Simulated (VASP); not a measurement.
# ZrB (F-43m) in VASP: further runs

The runs below take ZrB through single point, relaxation of cell and atoms, with PBE.

Everything below comes from runs of VASP 6.6.1. Logs are shortened: lines on timing, memory, paths and dates and some standing lists are left out, and cuts for length are marked.

### 1 The cell of the first run

It takes space group F-43m (No. 216, cubic). The conventional cell has a = 5.299 Å, b = 5.299 Å, c = 5.299 Å, α = 90.00°, β = 90.00°, γ = 90.00°. Within 3.0 Å of Zr (site symmetry -43m) lie 4 B at 2.29 Å. B (site symmetry -43m) has 4 Zr at 2.29 Å within 3.0 Å.

### 2 Single point, PBE

File INCAR:

```
SYSTEM = ZrB
  PREC = Accurate
  ENCUT = 520
  EDIFF = 1E-7
  ISMEAR = 0
  SIGMA = 0.1
  LREAL = .FALSE.
  LASPH = .TRUE.
  NELM = 100
  ALGO = Normal
  ISIF = 2
  LWAVE = .FALSE.
  LCHARG = .FALSE.
  GGA = PE
  NBANDS = 14
```

File KPOINTS:

```
Automatic mesh
0
G
  6 6 6
  0 0 0
```

File POSCAR:

```
ZrB
1.0
    0.0000000000      2.6496674998      2.6496674998
    2.6496674998      0.0000000000      2.6496674998
    2.6496674998      2.6496674998      0.0000000000
Zr B
1 1
Direct
    0.7500000000      0.7500000000      0.7500000000
    0.0000000000      0.0000000000      0.0000000000
```

Potentials or basis: VASP PAW PBE potentials, release 64 (Zr_sv, B).

Run with:

```bash
cat potpaw_PBE.64/Zr_sv/POTCAR potpaw_PBE.64/B/POTCAR > POTCAR
mpirun -np 1 vasp_std > vasp.out
```

OUTCAR:

```text
SYSTEM = ZrB
   PREC = Accurate
   ENCUT = 520
   EDIFF = 1E-7
   ISMEAR = 0
   LREAL = .FALSE.
   LASPH = .TRUE.
   NELM = 100
   ISIF = 2
   GGA = PE

 ion  position               nearest neighbor table
   1  0.750  0.750  0.750-   2 2.29   2 2.29   2 2.29   2 2.29
   2  0.000  0.000  0.000-   1 2.29   1 2.29   1 2.29   1 2.29

  LATTYP: Found a face centered cubic cell.
 ALAT       =     5.2993349996

  Lattice vectors:

 A1 = (   0.0000000000,   2.6496674998,   2.6496674998)
 A2 = (   2.6496674998,   0.0000000000,   2.6496674998)
 A3 = (   2.6496674998,   2.6496674998,   0.0000000000)

Analysis of symmetry for initial positions (statically):
=====================================================================
 Subroutine PRICEL returns:
 Original cell was already a primitive cell.

 Routine SETGRP: Setting up the symmetry group for a
 face centered cubic supercell.

 Subroutine GETGRP returns: Found 24 space group operations
 (whereof 24 operations were pure point group operations)
 out of a pool of 48 trial point group operations.

The static configuration has the point symmetry T_d .

Analysis of symmetry for dynamics (positions and initial velocities):
=====================================================================
 Subroutine PRICEL returns:
 Original cell was already a primitive cell.

 Routine SETGRP: Setting up the symmetry group for a
 face centered cubic supercell.

 Subroutine GETGRP returns: Found 24 space group operations
 (whereof 24 operations were pure point group operations)
 out of a pool of 48 trial point group operations.

The dynamic configuration has the point symmetry T_d .

 Subroutine INISYM returns: Found 24 space group operations
 (whereof 24 operations are pure point group operations),
 and found     1 'primitive' translations

----------------------------------------------------------------------------------------

                                     Primitive cell

  volume of cell :      37.2052

  direct lattice vectors                    reciprocal lattice vectors
     0.000000000  2.649667500  2.649667500    -0.188702922  0.188702922  0.188702922
     2.649667500  0.000000000  2.649667500     0.188702922 -0.188702922  0.188702922
     2.649667500  2.649667500  0.000000000     0.188702922  0.188702922 -0.188702922

  length of vectors
     3.747195714  3.747195714  3.747195714     0.326843049  0.326843049  0.326843049

  position of ions in fractional coordinates (direct lattice)
     0.750000000  0.750000000  0.750000000
[... 79 lines left out ...]
   PSTRESS=    0.0 pullay stress
   NELECT =      15.0000    total number of electrons
   NUPDOWN=      -1.0000    fix difference up-down
   EMIN   =  10.00;   EMAX   =-10.00  energy-range for DOS
   EFERMI =   0.00;   METHOD = LEGACY
   ISMEAR =     0;   SIGMA  =   0.10  broadening in eV -4-tet -1-fermi 0-gaus
   EFERMI_NEDOS =   21; number of points for ismear=-14 and -15
   IALGO  =     38    algorithm
   IMIX   =      4    mixing-type and parameters
     AMIX     =   0.40;   BMIX     =  1.00
     AMIX_MAG =   1.60;   BMIX_MAG =  1.00
  volume/ion in A,a.u.               =      18.60       125.54
  Fermi-wavevector in a.u.,A,eV,Ry     =   1.209402  2.285438 19.900592  1.462652
  Thomas-Fermi vector in A             =   2.344980
   LORBIT       =      0    0 simple, 1 ext, 2 COOP (PROOUT), +10 PAW based schemes
   GGA     = PE    functional components
   LHFCALC =     F    Hartree Fock is set to
   AEXX    =    0.0000 exact exchange contribution
   IVDW    =     0    specifies the selected vdW correction
   LEPSILON=     F    determine dielectric tensor
   LRPA    =     F    only Hartree local field effects (RPA)
 non-spin polarized calculation
 Gauss-broadening in eV      SIGMA  =   0.10
  energy-cutoff  :      520.00
  volume of cell :       37.21
 maximum number of plane-waves:      1018
   NGX = 13   NGY = 13   NGZ = 13

 number of electron      15.0000000 magnetization

 Free energy of the ion-electron system (eV)
  ---------------------------------------------------
  ext. energy  EPLUGINS =         0.00000000
  ---------------------------------------------------
  free energy    TOTEN  =       -14.19112486 eV

  energy without entropy =      -14.17338557  energy(sigma->0) =      -14.18225521

 E-fermi :   5.3701     XC(G=0): -10.1909

 val. band max:        5.3237679755   @ k =   0.5000   0.3333   0.0000
 cond. band min:       5.3925750178   @ k =   0.5000   0.3333   0.1667
 fundamental gap:      0.0688070423
 Fermi energy:         5.3701284336

 k-point     1 :       0.0000    0.0000    0.0000
  band No.  band energies     occupation
      1     -42.7603      2.00000
      2     -20.7177      2.00000
      3     -20.7177      2.00000
      4     -20.7177      2.00000
      5      -1.9269      2.00000
      6       4.0138      2.00000
      7       4.0138      2.00000
      8       4.0138      2.00000
      9       8.1081      0.00000
     10       8.1081      0.00000
     11      10.9266      0.00000
     12      14.1753      0.00000
     13      14.1753      0.00000
     14      14.1753      0.00000
[... 241 lines left out ...]
      1     -42.7326      2.00000
      2     -20.9294      2.00000
      3     -20.8514      2.00000
      4     -20.8180      2.00000
      5       0.4715      2.00000
      6       3.0615      2.00000
      7       5.3054      1.63968
      8       5.8157      0.00000
      9       6.4539      0.00000
     10       8.4632      0.00000
     11       9.5759      0.00000
     12      10.5756      0.00000
     13      12.0147      0.00000
     14      17.4080      0.00000

------------------------ aborting loop because EDIFF is reached ----------------------------------------

  FORCE on cell =-STRESS in cart. coord.  units (eV):
  Direction    XX          YY          ZZ          XY          YZ          ZX
  --------------------------------------------------------------------------------------
  -------------------------------------------------------------------------------------
  Total       -0.0670602     -0.0670602     -0.0670602      0.0000000      0.0000000     -0.0000000
  in kB       -2.8878275     -2.8878275     -2.8878275      0.0000000      0.0000000     -0.0000000
  external PRESSURE =      -2.8878275 kB  Pullay stress =       0.0000000 kB

 VOLUME and BASIS-vectors are now :
 -----------------------------------------------------------------------------
  energy-cutoff  :      520.00
  volume of cell :       37.21
      direct lattice vectors                 reciprocal lattice vectors
     0.000000000  2.649667500  2.649667500    -0.188702922  0.188702922  0.188702922
     2.649667500  0.000000000  2.649667500     0.188702922 -0.188702922  0.188702922
     2.649667500  2.649667500  0.000000000     0.188702922  0.188702922 -0.188702922

 POSITION                                       TOTAL-FORCE (eV/Angst)
 -----------------------------------------------------------------------------------
      3.97450      3.97450      3.97450         0.000000     -0.000000     -0.000000
      0.00000      0.00000      0.00000        -0.000000      0.000000      0.000000
 -----------------------------------------------------------------------------------
    total drift:                               -0.000000     -0.000000     -0.000000

  FREE ENERGIE OF THE ION-ELECTRON SYSTEM (eV)
  ---------------------------------------------------
  free  energy   TOTEN  =       -14.1911248553 eV

  energy  without entropy=      -14.1733855712  energy(sigma->0) =      -14.18225521
```

OSZICAR:

```text
N       E                     dE             d eps       ncg     rms          rms(c)
DAV:   1     0.964412996897E+02    0.96441E+02   -0.76803E+03   448   0.994E+02
DAV:   2    -0.101648895964E+02   -0.10661E+03   -0.10191E+03   562   0.273E+02
DAV:   3    -0.165078080710E+02   -0.63429E+01   -0.62616E+01   762   0.540E+01
DAV:   4    -0.167282585431E+02   -0.22045E+00   -0.22035E+00   564   0.670E+00
DAV:   5    -0.167302327295E+02   -0.19742E-02   -0.19741E-02   658   0.733E-01    0.158E+01
DAV:   6    -0.141456186714E+02    0.25846E+01   -0.50945E+00   508   0.163E+01    0.435E+00
DAV:   7    -0.141817380298E+02   -0.36119E-01   -0.39168E-01   616   0.365E+00    0.227E+00
DAV:   8    -0.141927056235E+02   -0.10968E-01   -0.31035E-02   520   0.167E+00    0.314E-01
DAV:   9    -0.141911130227E+02    0.15926E-02   -0.58365E-03   554   0.551E-01    0.123E-01
DAV:  10    -0.141911148597E+02   -0.18370E-05   -0.44260E-04   550   0.203E-01    0.311E-02
DAV:  11    -0.141911265101E+02   -0.11650E-04   -0.33809E-05   644   0.537E-02    0.699E-03
DAV:  12    -0.141911248524E+02    0.16577E-05   -0.26002E-06   514   0.168E-02    0.536E-03
DAV:  13    -0.141911248553E+02   -0.28549E-08   -0.33754E-07   556   0.551E-03
   1 F= -.14191125E+02 E0= -.14182255E+02  d E =-.177393E-01
```

stdout:

```text
POSCAR found type information on POSCAR ZrB
 POSCAR found :  2 types and       2 ions
 scaLAPACK will be used
 LDA part: xc-table for (Slater+PW92), standard interpolation
 POSCAR, INCAR and KPOINTS ok, starting setup
 FFT: planning ... GRIDC
 FFT: planning ... GRID_SOFT
 FFT: planning ... GRID
 WAVECAR not read
 entering main loop
```

Run time: 12 s. Hardware: 1 thread of Intel Xeon Platinum 8488C (Sapphire Rapids), shared host; peak memory 0.14 GiB.

What came out:

- Free energy: -14.1911 eV
- Pressure: -0.3 GPa
- Band gap on the k mesh: zero (an odd number of electrons rules out a gap without spin polarisation)

### 3 Single point, PBE

This run uses another cell than the first one, of 19.94 Å³/atom.

File INCAR:

```
PREC = Accurate
ENCUT = 520
EDIFF = 1E-6
ISMEAR = 0
SIGMA = 0.1
LREAL = False
LASPH = True
NELM = 60
ALGO = Normal
ISIF = 2
LWAVE = False
LCHARG = False
GGA = PE
NBANDS = 14
```

File KPOINTS:

```
Automatic mesh
0
Gamma
  6 6 6
```

File POSCAR:

```
ZrB
1.0
    0.0000000000      2.7118509800      2.7118509800
    2.7118509800      0.0000000000      2.7118509800
    2.7118509800      2.7118509800      0.0000000000
Zr B
1 1
Direct
    0.7500000000      0.7500000000      0.7500000000
    0.0000000000      0.0000000000      0.0000000000
```

Potentials or basis: VASP PAW PBE potentials, release 64 (Zr_sv, B).

Run with:

```bash
cat potpaw_PBE.64/Zr_sv/POTCAR potpaw_PBE.64/B/POTCAR > POTCAR
mpirun -np 1 vasp_std > vasp.out
```

Run time: 15 s. Hardware: 1 thread of Intel Xeon Platinum 8488C (Sapphire Rapids), shared host; peak memory 0.16 GiB.

Results (log left out):

| Quantity | Value |
| --- | --- |
| Free energy | -14.1350 eV |
| Pressure | -6.2 GPa |
| Band gap on the k mesh | zero (an odd number of electrons rules out a gap without spin polarisation) |

Levels at points of the mesh, in eV from the Fermi level:
```tsv
k point	band 5	band 6	band 7	band 8	band 9	band 10	band 11	band 12
(0.00, 0.00, 0.00)	-7.12	-1.23	-1.23	-1.23	2.57	2.57	5.25	8.38
(0.50, 0.00, 0.00)	-5.49	-1.72	-0.74	-0.74	3.18	3.18	3.58	6.29
(0.50, 0.50, 0.00)	-4.89	-2.69	0.70	0.86	0.86	3.66	4.19	4.37
```

Caveat: the cell stands under tension.

### 4 Relaxation of cell and atoms, PBE

This run uses another cell than the first one, of 19.94 Å³/atom.

File INCAR:

```
PREC = Accurate
ENCUT = 600
EDIFF = 1E-7
ISMEAR = 0
SIGMA = 0.1
LREAL = False
LASPH = True
NELM = 100
ALGO = Normal
ISIF = 3
LWAVE = False
LCHARG = False
GGA = PE
IBRION = 2
NSW = 90
EDIFFG = -0.04
```

File KPOINTS:

```
regular mesh
0
Gamma
  6 6 6
```

POSCAR is that of step 3.

Run with:

```bash
cat potpaw_PBE.64/Zr_sv/POTCAR potpaw_PBE.64/B/POTCAR > POTCAR
mpirun -np 1 vasp_std > vasp.out
```

Run time: 32 s. Hardware: 1 thread of Intel Xeon Platinum 8488C (Sapphire Rapids), shared host; peak memory 0.18 GiB.

It converged, with:

| Item | Value |
| --- | --- |
| Free energy | -14.1928 eV |
| Relaxed volume | 18.55 Å³/atom |
| Relaxed cell | a = 3.744 Å, b = 3.744 Å, c = 3.744 Å, α = 60.00°, β = 60.00°, γ = 60.00° |
| Space group after relaxing (to 0.1 Å) | F-43m (No. 216) |
| Energy gained by relaxing | 28.5 meV/atom |
| Ionic steps | 3 |
| Pressure after relaxing | 0.0 GPa |
| Band gap on the k mesh | zero (an odd number of electrons rules out a gap without spin polarisation) |

Step by step:
```csv
step,energy change (eV),largest force (eV/Å),pressure (GPa),volume (Å³)
1,0.0000,0.0000,-6.21,39.89
2,-0.0369,0.0000,4.41,35.59
3,-0.0571,0.0000,-0.01,37.11
```

Final structure:
```yaml
crystal:
  lattice:
    - [0.00000, 2.64737, 2.64737]
    - [2.64737, 0.00000, 2.64737]
    - [2.64737, 2.64737, 0.00000]
  atoms:
    - { symbol: Zr, position: [0.75000, 0.75000, 0.75000] }
    - { symbol: B, position: [0.00000, 0.00000, 0.00000] }
```

Levels at points of the mesh, in eV from the Fermi level:
| k point | band 4 | band 5 | band 6 | band 7 | band 8 | band 9 | band 10 | band 11 |
| --- | --- | --- | --- | --- | --- | --- | --- | --- |
| (0.00, 0.00, 0.00) | -26.08 | -7.30 | -1.36 | -1.36 | -1.36 | 2.74 | 2.74 | 5.57 |
| (0.50, 0.00, 0.00) | -26.12 | -5.57 | -1.75 | -0.84 | -0.84 | 3.43 | 3.43 | 3.89 |
| (0.50, 0.50, 0.00) | -26.18 | -4.92 | -2.92 | 0.73 | 0.96 | 0.96 | 3.97 | 4.69 |

### 5 Single point, PBE, collinear spin

File INCAR:

```
PREC = Accurate ; ENCUT = 520
EDIFF = 1E-7 ; ISMEAR = 0
SIGMA = 0.1 ; LREAL = F
LASPH = T ; NELM = 150
ALGO = Normal ; ISIF = 2
LWAVE = F ; LCHARG = F
ISPIN = 2 ; MAGMOM = 1 0
LORBIT = 11 ; LMAXMIX = 4
GGA = PE ; NBANDS = 18
```

File KPOINTS:

```
Automatic mesh
0
Gamma
  6 6 6
```

File POSCAR:

```
ZrB
1.0
    0.0000000000      2.6496674998      2.6496674998
    2.6496674998      0.0000000000      2.6496674998
    2.6496674998      2.6496674998      0.0000000000
Zr B
1 1
Direct
    0.2500000000      0.2500000000      0.2500000000
    0.0000000000      0.0000000000      0.0000000000
```

Potentials or basis: VASP PAW PBE potentials, release 64 (Zr_sv, B).

Run with:

```bash
cat potpaw_PBE.64/Zr_sv/POTCAR potpaw_PBE.64/B/POTCAR > POTCAR
mpirun -np 1 vasp_std > vasp.out
```

OUTCAR:

```text
PREC = Accurate
   ENCUT = 520
   EDIFF = 1E-7
   ISMEAR = 0
   LREAL = F
   LASPH = T
   NELM = 150
   ISIF = 2
   ISPIN = 2
   LORBIT = 11
   GGA = PE

 ion  position               nearest neighbor table
   1  0.250  0.250  0.250-   2 2.29   2 2.29   2 2.29   2 2.29
   2  0.000  0.000  0.000-   1 2.29   1 2.29   1 2.29   1 2.29

  LATTYP: Found a face centered cubic cell.
 ALAT       =     5.2993349996

  Lattice vectors:

[... 874 lines left out ...]
  in kB       -2.8414089     -2.8414089     -2.8414089     -0.0000000      0.0000000     -0.0000000
  external PRESSURE =      -2.8414089 kB  Pullay stress =       0.0000000 kB

 VOLUME and BASIS-vectors are now :
 -----------------------------------------------------------------------------
  energy-cutoff  :      520.00
  volume of cell :       37.21
      direct lattice vectors                 reciprocal lattice vectors
     0.000000000  2.649667500  2.649667500    -0.188702922  0.188702922  0.188702922
     2.649667500  0.000000000  2.649667500     0.188702922 -0.188702922  0.188702922
     2.649667500  2.649667500  0.000000000     0.188702922  0.188702922 -0.188702922

 POSITION                                       TOTAL-FORCE (eV/Angst)
 -----------------------------------------------------------------------------------
      1.32483      1.32483      1.32483        -0.000000     -0.000000     -0.000000
      0.00000      0.00000      0.00000         0.000000      0.000000      0.000000
 -----------------------------------------------------------------------------------
    total drift:                                0.000000      0.000000      0.000000

  FREE ENERGIE OF THE ION-ELECTRON SYSTEM (eV)
  ---------------------------------------------------
  free  energy   TOTEN  =       -14.1911247534 eV

  energy  without entropy=      -14.1733852633  energy(sigma->0) =      -14.18225501

 total charge

# of ion       s       p       d       tot
------------------------------------------
    1        2.206   5.967   1.684   9.857
    2        0.803   1.044   0.000   1.848
--------------------------------------------------
tot          3.009   7.011   1.684  11.705

 magnetization (x)

# of ion       s       p       d       tot
------------------------------------------
    1        0.000   0.000   0.000   0.000
    2        0.000   0.000   0.000   0.000
--------------------------------------------------
tot          0.000   0.000   0.000   0.001
```

OSZICAR:

```text
N       E                     dE             d eps       ncg     rms          rms(c)
DAV:   1     0.986927854751E+02    0.98693E+02   -0.75392E+03  1152   0.800E+02
DAV:   2    -0.104361596055E+02   -0.10913E+03   -0.10307E+03  1408   0.230E+02
DAV:   3    -0.163478146163E+02   -0.59117E+01   -0.58161E+01  1810   0.431E+01
[... 13 lines left out ...]
DAV:  17    -0.141911205010E+02   -0.13196E-04   -0.13611E-05  1248   0.300E-02    0.315E-03
DAV:  18    -0.141911229617E+02   -0.24607E-05   -0.34343E-06  1444   0.126E-02    0.258E-03
DAV:  19    -0.141911241275E+02   -0.11658E-05   -0.10072E-06  1374   0.762E-03    0.215E-03
DAV:  20    -0.141911247421E+02   -0.61468E-06   -0.15493E-06  1276   0.102E-02    0.153E-03
DAV:  21    -0.141911247534E+02   -0.11223E-07   -0.18428E-07  1248   0.255E-03
   1 F= -.14191125E+02 E0= -.14182255E+02  d E =-.177395E-01  mag=     0.0007
```

stdout:

```text
POSCAR found type information on POSCAR ZrB
 POSCAR found :  2 types and       2 ions
 scaLAPACK will be used
 LDA part: xc-table for (Slater+PW92), standard interpolation
 POSCAR, INCAR and KPOINTS ok, starting setup
 FFT: planning ... GRIDC
 FFT: planning ... GRID_SOFT
 FFT: planning ... GRID
 WAVECAR not read
 entering main loop
```

Wall time 45 s (1 thread of Intel Xeon Platinum 8488C (Sapphire Rapids), shared host); peak memory 0.17 GiB.

What came out:

```yaml
Free_energy: -14.1911 eV
Pressure: -0.3 GPa
Net_moment: 0.00 μB per cell
Valence_electrons_inside_the_program's_atomic_spheres: Zr 9.86; B 1.85
```

Levels at points of the mesh, in eV from the Fermi level:
Spin up:
| k point | band 4 | band 5 | band 6 | band 7 | band 8 | band 9 | band 10 | band 11 | band 12 | band 13 |
| --- | --- | --- | --- | --- | --- | --- | --- | --- | --- | --- |
| (0.00, 0.00, 0.00) | -26.09 | -7.30 | -1.36 | -1.36 | -1.36 | 2.74 | 2.74 | 5.56 | 8.80 | 8.80 |
| (0.50, 0.00, 0.00) | -26.13 | -5.57 | -1.75 | -0.84 | -0.84 | 3.42 | 3.42 | 3.87 | 6.68 | 6.68 |
| (0.50, 0.50, 0.00) | -26.19 | -4.92 | -2.91 | 0.73 | 0.95 | 0.95 | 3.95 | 4.59 | 4.68 | 4.68 |
Spin down:
```tsv
k point	band 5	band 6	band 7	band 8	band 9	band 10	band 11	band 12
(0.00, 0.00, 0.00)	-7.30	-1.36	-1.36	-1.36	2.74	2.74	5.56	8.81
(0.50, 0.00, 0.00)	-5.56	-1.75	-0.84	-0.84	3.42	3.42	3.88	6.68
(0.50, 0.50, 0.00)	-4.91	-2.91	0.73	0.96	0.96	3.95	4.59	4.68
```

### 6 Single point, PBE

This run uses another cell than the first one, of 18.47 Å³/atom.

File INCAR:

```
SYSTEM = ZrB
PREC = Accurate ; ENCUT = 520
EDIFF = 1E-6 ; ISMEAR = 0
SIGMA = 0.1 ; LREAL = .FALSE.
LASPH = .TRUE. ; NELM = 100
ALGO = Normal ; ISIF = 2
LWAVE = .FALSE. ; LCHARG = .TRUE.
GGA = PE ; LELF = .TRUE.
LVHAR = .TRUE. ; NBANDS = 14
```

File KPOINTS:

```
regular mesh
0
G
  18 18 18
  0 0 0
```

File POSCAR:

```
ZrB
1.0
    0.0000000000      2.6435539367      2.6435539367
    2.6435539367      0.0000000000      2.6435539367
    2.6435539367      2.6435539367      0.0000000000
Zr B
1 1
Direct
    0.2500000000      0.2500000000      0.2500000000
    0.0000000000      0.0000000000      0.0000000000
```

Potentials or basis: VASP PAW PBE potentials, release 64 (Zr_sv, B).

Run with:

```bash
cat potpaw_PBE.64/Zr_sv/POTCAR potpaw_PBE.64/B/POTCAR > POTCAR
mpirun -np 1 vasp_std > vasp.out
```

It took 96 s on 1 thread of Intel Xeon Platinum 8488C (Sapphire Rapids), shared host; peak memory 0.23 GiB.

The run converged. Its results:

```
Free energy            : -14.2214 eV
Pressure               : 0.1 GPa
Band gap on the k mesh : zero (an odd number of electrons rules out a gap without spin polarisation)
```

Levels at points of the mesh, in eV from the Fermi level:
```csv
k point,band 4,band 5,band 6,band 7,band 8,band 9,band 10,band 11,band 12,band 13
"(0.00, 0.00, 0.00)",-25.98,-7.24,-1.29,-1.29,-1.29,2.83,2.83,5.66,8.92,8.92
"(0.50, 0.00, 0.00)",-26.02,-5.50,-1.68,-0.77,-0.77,3.53,3.53,3.99,6.80,6.80
"(0.50, 0.50, 0.00)",-26.08,-4.84,-2.86,0.80,1.04,1.04,4.07,4.71,4.79,4.79
```

[end of part 1 of 2]
